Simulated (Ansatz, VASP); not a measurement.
**MgTl2PtC6N6: VASP beside Ansatz**

```
Mg Tl Pt C N
1.0
     0.00000    5.62637    5.62637
     5.62637    0.00000    5.62637
     5.62637    5.62637    0.00000
Mg Tl Pt C N
1 2 1 6 6
Cartesian
  0.0000 0.0000 0.0000
  2.8132 2.8132 2.8132
  8.4396 8.4396 8.4396
  5.6264 5.6264 5.6264
  2.2587 5.6264 5.6264
  5.6264 2.2587 5.6264
  5.6264 5.6264 2.2587
  8.9940 5.6264 5.6264
  5.6264 8.9940 5.6264
  5.6264 5.6264 8.9940
  3.4306 5.6264 5.6264
  5.6264 3.4306 5.6264
  5.6264 5.6264 3.4306
  7.8221 5.6264 5.6264
  5.6264 7.8221 5.6264
  5.6264 5.6264 7.8221
```

Alike in both runs: functional PBE; k mesh 4 × 4 × 4; occupations gaussian, width 0.1 eV; collinear spin.

Ansatz relaxed the structure, and its values are those at the end. VASP's run is a single point on that final structure, the one shown.

|  | VASP | Ansatz |
| --- | --- | --- |
| version | VASP 6.6.1 | Ansatz 0.2.0 |
| potentials or method | VASP PAW PBE potentials, release 64 (Mg, Tl_d, Pt, C, N), cutoff 520 eV | scalar-relativistic, plane waves, PAW |
| valence electrons in the cell | 92 | 108 |

VASP gave:

| Property | Result |
| --- | --- |
| gap on the k mesh at the Fermi level (eV) | 0.49 |
| least direct gap on the mesh (eV) | 0.49 |
| pressure (GPa) | 0.6 |
| rms of the force components (eV/Å) | 0.197 |
| net moment per atom (μB) | 0.12 |
| size of the moment on the site where the two differ most (μB) | 1.36 |

Problem. What did Ansatz give for the same quantities?

Solution. gap on the k mesh at the Fermi level (eV): 0.49; least direct gap on the mesh (eV): 0.49; pressure (GPa): 0.3; rms of the force components (eV/Å): 0.007; net moment per atom (μB): 0.12; size of the moment on the site where the two differ most (μB): 1.22.

Site moments also hang on the region over which each program counts them. One of these differences is far larger than is usual between the two programs; its cause wasn't traced. VASP's potentials hold 92 valence electrons a cell and Ansatz's 108, so a difference there can come from the potentials and not from the codes.

Neither program's run includes spin-orbit coupling. Noted on VASP's run: the standard files for N, O and F lose accuracy on very short bonds.
